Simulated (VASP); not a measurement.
CoPtO2, 4 atoms in the cell. Symmetry: R-3m, No. 166, trigonal system. Conventional cell: a = 2.850 Å, b = 2.850 Å, c = 17.908 Å, α = 90.00°, β = 90.00°, γ = 120.00°. Co (site symmetry -3m) has 6 O at 1.91 Å within 2.5 Å. Within 2.7 Å of Pt (site symmetry -3m) lie 2 O at 2.01 Å. Within 2.5 Å of O (site symmetry 3m) lie 3 Co at 1.91 Å and 1 Pt at 2.01 Å. 

```yaml
Program: VASP 6.6.1
Task: single point
Functional: PBE
Potentials_or_basis: VASP PAW PBE potentials, release 64 (Co, Pt, O)
Cutoff: 520 eV
k_mesh: 8 × 8 × 8
Occupations: gaussian, width 0.05 eV
Spin: collinear spin, ferromagnetic start
Starting_moments: "[3.0, 2.0, 0.0, 0.0] μB"
Dipole_correction: no
Further_INCAR_settings: ALGO = Normal; EDIFF = 1e-06; NBANDS = 28
```

Potentials or basis: VASP PAW PBE potentials, release 64 (Co, Pt, O).

Command:

```console
$ cat potpaw_PBE.64/Co/POTCAR potpaw_PBE.64/Pt/POTCAR potpaw_PBE.64/O/POTCAR > POTCAR
$ mpirun -np 1 vasp_std > vasp.out
```

Hardware: 1 thread of Intel(R) Xeon(R) 6975P-C (Granite Rapids), with other jobs on the host.

Question: Estimate the wall time of this run.

Answer: Wall time 6 min on 1 thread of Intel(R) Xeon(R) 6975P-C (Granite Rapids), with other jobs on the host, peak memory 0.48 GiB. Counts: scf iterations 19, k points 65.
